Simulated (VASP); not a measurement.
SiW4, 5 atoms in the cell. The cell holds a slab with vacuum, 5 atoms: a = 3.184 Å, b = 3.184 Å, c = 20.143 Å, α = 90.00°, β = 90.00°, γ = 90.00°. 

- Program: VASP 6.6.1
- Task: single point
- Functional: PBE
- Potentials or basis: VASP PAW PBE potentials, release 64 (W_sv, Si)
- Cutoff: 520 eV
- k mesh: 8 × 8 × 1
- Occupations: gaussian, width 0.1 eV
- Spin: no spin polarisation
- Dipole correction: yes
- Further INCAR settings: ALGO = Normal; EDIFF = 1e-06; NBANDS = 38

Potentials or basis: VASP PAW PBE potentials, release 64 (W_sv, Si).

Command:

```bash
$ cat potpaw_PBE.64/W_sv/POTCAR potpaw_PBE.64/Si/POTCAR > POTCAR
$ mpirun -np 1 vasp_std > vasp.out
```

Hardware: 1 thread of Intel(R) Xeon(R) 6975P-C (Granite Rapids), on a shared host.

Estimate the wall time of this run.

Run time: 76 s on 1 thread of Intel(R) Xeon(R) 6975P-C (Granite Rapids) (shared host), peak memory 0.32 GiB. Counts: scf iterations 30, k points 15.
